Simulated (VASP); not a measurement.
# Gd (P6_3/mmc) in VASP: single point with PBE

Aim: the single point of Gd with PBE.

Program: VASP 6.6.1. These are calculated values, not measurements. Logs are shortened: lines on timing, memory, paths and dates and some standing lists are left out, and cuts for length are marked.

## Step 1: The cell of the first run

It takes space group P6_3/mmc (No. 194, hexagonal). Conventional cell: a = 3.663 Å, b = 3.663 Å, c = 5.825 Å, α = 90.00°, β = 90.00°, γ = 120.00°. Gd (site symmetry -6m2) has 12 Gd at 3.60 to 3.66 Å within 4.7 Å.

## Step 2: Single point, PBE, collinear spin, ferromagnetic start

POSCAR reads:

```
Gd
1.0
    1.8314055400      3.1720890800      0.0000000000
   -1.8314055400      3.1720890800      5.8252396300
    3.6628110700      0.0000000000      5.8252396300
Gd
4
Direct
    0.3750000000      0.2916700000      0.9583300000
    0.8750000000      0.7916700000      0.4583300000
    0.1249950000      0.2083350000      0.5416650000
    0.6249950000      0.7083350000      0.0416650000
```

INCAR.step1 reads:

```
PREC = Accurate
ENCUT = 520
EDIFF = 1E-6
ISMEAR = -1
SIGMA = 0.1
LREAL = False
LASPH = True
NELM = 200
ALGO = Normal
ISIF = 2
LWAVE = False
LCHARG = True
ISPIN = 2
MAGMOM = 7 7 7 7
LMAXMIX = 6
GGA = PE
ISYM = 0
NBANDS = 48
GGA_COMPAT = False
NEDOS = 2001
LORBIT = 11
KPAR = 4
```

KPOINTS.step1 reads:

```
Automatic mesh
0
Gamma
  5 5 5
```

INCAR.step2 reads:

```
PREC = Accurate
ENCUT = 520
EDIFF = 1E-6
ISMEAR = -5
SIGMA = 0.1
LREAL = False
LASPH = True
NELM = 200
ALGO = Normal
ISIF = 2
LWAVE = False
LCHARG = False
ISPIN = 2
MAGMOM = 7 7 7 7
LORBIT = 10
LMAXMIX = 6
GGA = PE
NEDOS = 1001
ICHARG = 11
ISYM = 0
GGA_COMPAT = False
KPAR = 4
```

KPOINTS.step2 reads:

```
Automatic mesh
0
Gamma
  8 8 8
```

Potentials or basis: VASP PAW PBE potentials, release 64 (Gd).

Started as:

```
> cat potpaw_PBE.64/Gd/POTCAR > POTCAR
> cp INCAR.step1 INCAR
> cp KPOINTS.step1 KPOINTS
> mpirun -np 4 vasp_std > vasp.out
> cp INCAR.step2 INCAR
> cp KPOINTS.step2 KPOINTS
> mpirun -np 4 vasp_std > vasp.out
```

OUTCAR:

```text
PREC = Accurate
   ENCUT = 520
   EDIFF = 1E-6
   ISMEAR = -5
   LREAL = False
   LASPH = True
   NELM = 200
   ISIF = 2
   ISPIN = 2
   LORBIT = 10
   GGA = PE
   ICHARG = 11
   ISYM = 0

 ion  position               nearest neighbor table
   1  0.375  0.292  0.958-
   2  0.875  0.792  0.458-
   3  0.125  0.208  0.542-
   4  0.625  0.708  0.042-

IMPORTANT INFORMATION: All symmetrisations will be switched off!
NOSYMM: (Re-)initialisation of all symmetry stuff for point group C_1.

----------------------------------------------------------------------------------------

                                     Primitive cell

  volume of cell :     135.3642

  direct lattice vectors                    reciprocal lattice vectors
     1.831405540  3.172089080  0.000000000     0.136507177  0.236437244 -0.085833379
    -1.831405540  3.172089080  5.825239630    -0.136507177  0.078812415  0.085833379
     3.662811070  0.000000000  5.825239630     0.136507177 -0.078812415  0.085833379

  length of vectors
     3.662812496  6.881105444  6.881104685     0.286189009  0.179479734  0.179479734

  position of ions in fractional coordinates (direct lattice)
     0.375000000  0.291670000  0.958330000
     0.875000000  0.791670000  0.458330000
     0.124995000  0.208335000  0.541665000
     0.624995000  0.708335000  0.041665000

  ion indices of the primitive-cell ions
   primitive index   ion index
                 1           1
                 2           2
                 3           3
                 4           4

----------------------------------------------------------------------------------------

 KPOINTS: Automatic mesh

Automatic generation of k-mesh.
 Grid dimensions read from file:
 generate k-points for:    8    8    8

 Generating k-lattice:

  Cartesian coordinates                     Fractional coordinates (reciprocal lattice)
     0.017063397  0.029554655 -0.010729172     0.125000000  0.000000000  0.000000000
    -0.017063397  0.009851552  0.010729172     0.000000000  0.125000000  0.000000000
     0.017063397 -0.009851552  0.010729172     0.000000000  0.000000000  0.125000000

  Length of vectors
     0.035773626  0.022434967  0.022434967

  Shift w.r.t. Gamma in fractional coordinates (k-lattice)
     0.000000000  0.000000000  0.000000000

 TETIRR: Found   1536 inequivalent tetrahedra from     3072

 Subroutine IBZKPT returns following result:
 ===========================================

 Found    260 irreducible k-points:

 Following reciprocal coordinates:
            Coordinates               Weight
  0.000000  0.000000  0.000000      1.000000
  0.125000 -0.000000 -0.000000      2.000000
  0.125000  0.125000  0.125000      2.000000
  0.250000 -0.000000 -0.000000      2.000000
  0.250000  0.250000  0.250000      2.000000
  0.375000 -0.000000 -0.000000      2.000000
[... 16 lines left out ...]
  0.500000  0.375000  0.500000      2.000000
  0.500000  0.000000 -0.125000      2.000000
 [... further k-points ...]
   k-points           NKPTS =    260   k-points in BZ     NKDIM =    260   number of bands    NBANDS=     57
   number of dos      NEDOS =   1001   number of ions     NIONS =      4
   total plane-waves  NPLWV =  81648
   dimension x,y,z NGX =    28 NGY =   54 NGZ =   54
   dimension x,y,z NGXF=    56 NGYF=  108 NGZF=  108
   ions per type =               4
   NGX,Y,Z   is equivalent  to a cutoff of  12.71, 13.05, 13.05 a.u.
   NGXF,Y,Z  is equivalent  to a cutoff of  25.42, 26.09, 26.09 a.u.
 SYSTEM =  unknown system
   PREC   = accura    normal or accurate (medium, high low for compatibility)
   ISTART =      0    job   : 0-new  1-cont  2-samecut
   ICHARG =     11    charge: 1-file 2-atom 10-const
   ISPIN  =      2    spin polarized calculation?
   LNONCOLLINEAR =      F non collinear calculations
   LSORBIT =      F    spin-orbit coupling
   LASPH  =      T    aspherical Exc in radial PAW
   ENCUT  =  520.0 eV  38.22 Ry    6.18 a.u.   6.81 12.79 12.79*2*pi/ulx,y,z
   NELM   =    200;   NELMIN=  2; NELMDL=  0     # of ELM steps
   EDIFF  = 0.1E-05   stopping-criterion for ELM
   LREAL  =      F    real-space projection
   EDIFFG = 0.1E-04   stopping-criterion for IOM
   NSW    =      0    number of steps for IOM
   IBRION =     -1    ionic relax: 0-MD 1-quasi-New 2-CG
   NFREE  =      0    steps in history (QN), initial steepest desc. (CG)
   ISIF   =      2    stress and relaxation
   ISYM   =      0    0-nonsym 1-usesym 2-fastsym
   POTIM  = 0.5000    time-step for ionic-motion
   TEBEG  =    0.0;   TEEND  =   0.0 temperature during run
   PSTRESS=    0.0 pullay stress
   NELECT =      72.0000    total number of electrons
   NUPDOWN=      -1.0000    fix difference up-down
   EMIN   =  10.00;   EMAX   =-10.00  energy-range for DOS
   EFERMI =   0.00;   METHOD = LEGACY
   ISMEAR =    -5;   SIGMA  =   0.10  broadening in eV -4-tet -1-fermi 0-gaus
   EFERMI_NEDOS =   21; number of points for ismear=-14 and -15
   IALGO  =     38    algorithm
   IMIX   =      4    mixing-type and parameters
     AMIX     =   0.40;   BMIX     =  1.00
     AMIX_MAG =   1.60;   BMIX_MAG =  1.00
  volume/ion in A,a.u.               =      33.84       228.37
  Fermi-wavevector in a.u.,A,eV,Ry     =   1.326430  2.506590 23.938326  1.759417
  Thomas-Fermi vector in A             =   2.455818
   LORBIT       =     10    0 simple, 1 ext, 2 COOP (PROOUT), +10 PAW based schemes
   GGA     = PE    functional components
   LHFCALC =     F    Hartree Fock is set to
   AEXX    =    0.0000 exact exchange contribution
   IVDW    =     0    specifies the selected vdW correction
   LEPSILON=     F    determine dielectric tensor
   LRPA    =     F    only Hartree local field effects (RPA)
 spin polarized calculation
 Fermi weights with tetrahedron method with Bloechl corrections
  energy-cutoff  :      520.00
  volume of cell :      135.36
 maximum number of plane-waves:      3692

 number of electron      71.9999990 magnetization      23.9997790

 Free energy of the ion-electron system (eV)
  ---------------------------------------------------
  ext. energy  EPLUGINS =         0.00000000
  ---------------------------------------------------
  free energy    TOTEN  =       -46.16282949 eV

  energy without entropy =      -46.16282949  energy(sigma->0) =      -46.16282949

 E-fermi :   2.9253     XC(G=0):  -9.8573

 val. band max:        2.9762973715   @ k =   0.1250  -0.0000  -0.2500
 cond. band min:       2.8265053494   @ k =   0.3750   0.0000  -0.1250
 fundamental gap:     -0.1497920221
 Fermi energy:         2.9253001331

 spin component 1

 k-point     1 :       0.0000    0.0000    0.0000
  band No.  band energies     occupation
      1     -41.9993      1.00000
      2     -41.9378      1.00000
      3     -41.9351      1.00000
      4     -41.9340      1.00000
      5     -19.7525      1.00000
      6     -19.6885      1.00000
[... 40 lines left out ...]
     47       1.2660      1.00000
     48       1.2663      1.00000

 k-point     2 :       0.1250   -0.0000   -0.0000
  band No.  band energies     occupation
      1     -41.9935      1.00000
      2     -41.9368      1.00000
      3     -41.9345      1.00000
      4     -41.9317      1.00000
      5     -19.7234      1.00000
      6     -19.6764      1.00000
[... 40 lines left out ...]
     47       1.4304      1.00000
     48       1.6293      1.00000

 k-point     3 :       0.1250    0.1250    0.1250
  band No.  band energies     occupation
      1     -41.9935      1.00000
      2     -41.9368      1.00000
      3     -41.9345      1.00000
      4     -41.9317      1.00000
      5     -19.7234      1.00000
      6     -19.6764      1.00000
[... 1060 lines left out ...]
     47       2.0469      1.00000
     48       2.2052      1.00000

 k-point    24 :       0.5000    0.0000   -0.1250
  band No.  band energies     occupation
      1     -41.9442      1.00000
      2     -41.9406      1.00000
      3     -41.9294      1.00000
      4     -41.9261      1.00000
      5     -19.6305      1.00000
      6     -19.6043      1.00000
[... 40 lines left out ...]
     47       2.0471      1.00000
     48       2.2049      1.00000

 [... further k-points ...]

 spin component 2

 k-point     1 :       0.0000    0.0000    0.0000
  band No.  band energies     occupation
      1     -39.1088      1.00000
      2     -39.0249      1.00000
      3     -39.0223      1.00000
      4     -39.0214      1.00000
      5     -17.9529      1.00000
      6     -17.8807      1.00000
[... 40 lines left out ...]
     47       3.9685      0.00000
     48       3.9685      0.00000

 k-point     2 :       0.1250   -0.0000   -0.0000
  band No.  band energies     occupation
      1     -39.1010      1.00000
      2     -39.0233      1.00000
      3     -39.0221      1.00000
      4     -39.0180      1.00000
      5     -17.9150      1.00000
      6     -17.8656      1.00000
[... 40 lines left out ...]
     47       4.0148      0.00000
     48       4.0278      0.00000

 k-point     3 :       0.1250    0.1250    0.1250
  band No.  band energies     occupation
      1     -39.1010      1.00000
      2     -39.0233      1.00000
      3     -39.0221      1.00000
      4     -39.0180      1.00000
      5     -17.9150      1.00000
      6     -17.8656      1.00000
[... 1060 lines left out ...]
     47       3.9577      0.00000
     48       3.9644      0.00000

 k-point    24 :       0.5000    0.0000   -0.1250
  band No.  band energies     occupation
      1     -39.0337      1.00000
      2     -39.0296      1.00000
      3     -39.0142      1.00000
      4     -39.0103      1.00000
      5     -17.8080      1.00000
      6     -17.7744      1.00000
[... 40 lines left out ...]
     47       3.9575      0.00000
     48       3.9645      0.00000

 [... further k-points ...]

 [bands above 48 left out]

------------------------ aborting loop because EDIFF is reached ----------------------------------------

  FORCE on cell =-STRESS in cart. coord.  units (eV):
  Direction    XX          YY          ZZ          XY          YZ          ZX
  --------------------------------------------------------------------------------------
  -------------------------------------------------------------------------------------
  Total      -13.8948433    -13.9045005    -15.0326295     -0.0251461     -0.0003807     -0.0027806
  in kB     -164.4601010   -164.5744039   -177.9269978     -0.2976311     -0.0045055     -0.0329109
  external PRESSURE =    -168.9871676 kB  Pullay stress =       0.0000000 kB

 VOLUME and BASIS-vectors are now :
 -----------------------------------------------------------------------------
  energy-cutoff  :      520.00
  volume of cell :      135.36
      direct lattice vectors                 reciprocal lattice vectors
     1.831405540  3.172089080  0.000000000     0.136507177  0.236437244 -0.085833379
    -1.831405540  3.172089080  5.825239630    -0.136507177  0.078812415  0.085833379
     3.662811070  0.000000000  5.825239630     0.136507177 -0.078812415  0.085833379

 POSITION                                       TOTAL-FORCE (eV/Angst)
 -----------------------------------------------------------------------------------
      3.66279      2.11474      7.28155         0.006922     -0.004145      0.000317
      1.83139      5.28683      7.28155         0.004526     -0.002669      0.002526
      1.83139      1.05735      4.36893        -0.004471      0.002939      0.003204
     -0.00002      4.22944      4.36893        -0.006977      0.003875     -0.006047
 -----------------------------------------------------------------------------------
    total drift:                                0.000333     -0.000261      0.000568

  FREE ENERGIE OF THE ION-ELECTRON SYSTEM (eV)
  ---------------------------------------------------
  free  energy   TOTEN  =       -46.1628294895 eV

  energy  without entropy=      -46.1628294895  energy(sigma->0) =      -46.16282949

 total charge

# of ion       s       p       d       f       tot
--------------------------------------------------
    1        2.073   5.571   0.542   6.978  15.164
    2        2.073   5.571   0.541   6.978  15.163
    3        2.073   5.571   0.541   6.978  15.164
    4        2.073   5.571   0.541   6.978  15.163
--------------------------------------------------
tot          8.293  22.284   2.166  27.912  60.654

 magnetization (x)

# of ion       s       p       d       f       tot
--------------------------------------------------
    1        0.000  -0.091  -0.046   6.809   6.672
    2        0.000  -0.091  -0.047   6.809   6.671
    3        0.000  -0.091  -0.047   6.809   6.671
    4        0.000  -0.092  -0.047   6.809   6.671
--------------------------------------------------
tot          0.001  -0.366  -0.187  27.236  26.685
```

Run time: 45 min. Hardware: 4 MPI ranks of Intel Xeon Platinum 8488C (Sapphire Rapids), shared host; peak memory 2.3 GiB.

Results:

```
Net moment                                            : 24.00 μB per cell
Site moments                                          : Gd +6.67 μB
Valence electrons inside the program's atomic spheres : Gd 15.16
```

Levels at points of the mesh, in eV from the Fermi level:
Spin up:
| k point | band 46 | band 47 | band 48 | band 49 | band 50 | band 51 | band 52 |
| --- | --- | --- | --- | --- | --- | --- | --- |
| (0.00, 0.00, 0.00) | -1.80 | -1.66 | -1.66 | 0.17 | 0.17 | 1.53 | 1.72 |
| (0.50, 0.00, 0.00) | -1.24 | -0.81 | -0.81 | -0.15 | -0.15 | 0.30 | 0.31 |
| (0.50, 0.50, 0.50) | -1.24 | -0.81 | -0.81 | -0.15 | -0.15 | 0.30 | 0.30 |
| (0.00, 0.50, 0.00) | -2.86 | -1.04 | -1.04 | -0.06 | -0.06 | 0.63 | 0.63 |
| (0.00, 0.00, 0.50) | -2.86 | -1.04 | -1.04 | -0.06 | -0.06 | 0.63 | 0.63 |
| (0.50, 0.50, 0.00) | -1.66 | -1.46 | -1.23 | -0.86 | 0.17 | 0.17 | 0.48 |
| (0.50, 0.00, 0.50) | -1.66 | -1.46 | -1.23 | -0.86 | 0.17 | 0.17 | 0.48 |
| (0.00, 0.50, 0.50) | -2.99 | -1.45 | -1.22 | -0.86 | 0.47 | 1.04 | 1.04 |
Spin down:
```csv
k point,band 20,band 21,band 22,band 23,band 24,band 25,band 26,band 27
"(0.00, 0.00, 0.00)",-1.86,-0.13,-0.13,0.60,0.65,0.65,0.65,0.65
"(0.50, 0.00, 0.00)",-0.97,-0.32,-0.32,-0.13,-0.12,0.42,0.42,0.48
"(0.50, 0.50, 0.50)",-0.97,-0.32,-0.32,-0.13,-0.12,0.42,0.42,0.48
"(0.00, 0.50, 0.00)",-1.32,-0.40,-0.40,0.15,0.15,0.51,0.51,0.74
"(0.00, 0.00, 0.50)",-1.32,-0.40,-0.40,0.15,0.15,0.51,0.51,0.74
"(0.50, 0.50, 0.00)",-1.39,-0.99,-0.13,-0.13,0.11,0.65,0.65,0.66
"(0.50, 0.00, 0.50)",-1.39,-0.99,-0.13,-0.13,0.11,0.65,0.65,0.66
"(0.00, 0.50, 0.50)",-1.40,-0.98,0.12,0.31,0.31,0.66,0.72,0.72
```

Caveat: the bands computed are all filled at some k points, so no gap is given; spin-orbit coupling is left out, which moves the levels of the heavy elements; semilocal functionals describe open f shells poorly, which spoils levels, moments and volumes. The state reached can hang on the start; a lower one may exist.
